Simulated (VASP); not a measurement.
FeGe2: single point with PBEsol

Crystal: FeGe2.

```
Ge Fe
1.0
    -2.90439    2.90439    2.43956
     2.90439   -2.90439    2.43956
     2.90439    2.90439   -2.43956
Ge Fe
4 2
Direct
  0.84350 0.34350 0.18699
  0.65650 0.84350 0.50000
  0.34350 0.15650 0.50000
  0.15650 0.65650 0.81301
  0.25000 0.25000 0.00000
  0.75000 0.75000 0.00000
```

| Property | Result |
| --- | --- |
| Program | VASP 6.6.1 |
| Task | single point |
| Functional | PBEsol |
| Potentials or basis | VASP PAW PBE potentials, release 64 (Ge_d, Fe) |
| Cutoff | 520 eV |
| k mesh | 7 × 7 × 7 |
| Occupations | fermi-dirac, width 0.05 eV |
| Spin | collinear spin, ferromagnetic start |
| Starting moments | [0.0, 0.0, 0.0, 0.0, 3.0, 3.0] μB |
| Dipole correction | no |
| Further INCAR settings | ALGO = Normal; EDIFF = 1e-07; NBANDS = 49 |

| Item | Value |
| --- | --- |
| Pressure | 0.1 GPa |
| Net moment | 2.13 μB per cell |
| Site moments | Ge -0.04; Fe +1.17 μB |
| Valence electrons inside the program's atomic spheres | Ge 12.38; Fe 7.49 |

Forces in eV/Å, atoms in the order of the input:
```
Ge  -0.002 -0.002  0.000
Ge  -0.002  0.002  0.000
Ge   0.002 -0.002  0.000
Ge   0.002  0.002  0.000
Fe   0.000  0.000  0.000
Fe   0.000  0.000  0.000
```

Levels at points of the mesh, in eV from the Fermi level:
Spin up:
```csv
k point,band 33,band 34,band 35,band 36,band 37,band 38,band 39,band 40,band 41,band 42
"(0.00, 0.00, 0.00)",-2.15,-2.09,-1.45,-1.22,-1.00,-1.00,0.34,0.34,0.56,0.68
```
Spin down:
```
           k point  band 33  band 34  band 35  band 36  band 37  band 38
(0.00, 0.00, 0.00)    -2.05    -1.78    -0.56    -0.51     0.52     0.52
```

It took 5.7 min on 1 thread of Intel Xeon 8259CL, on a shared host, peak memory 0.38 GiB.

Caveat: the PAW data sets were made with another functional, which shifts forces and pressure a little.
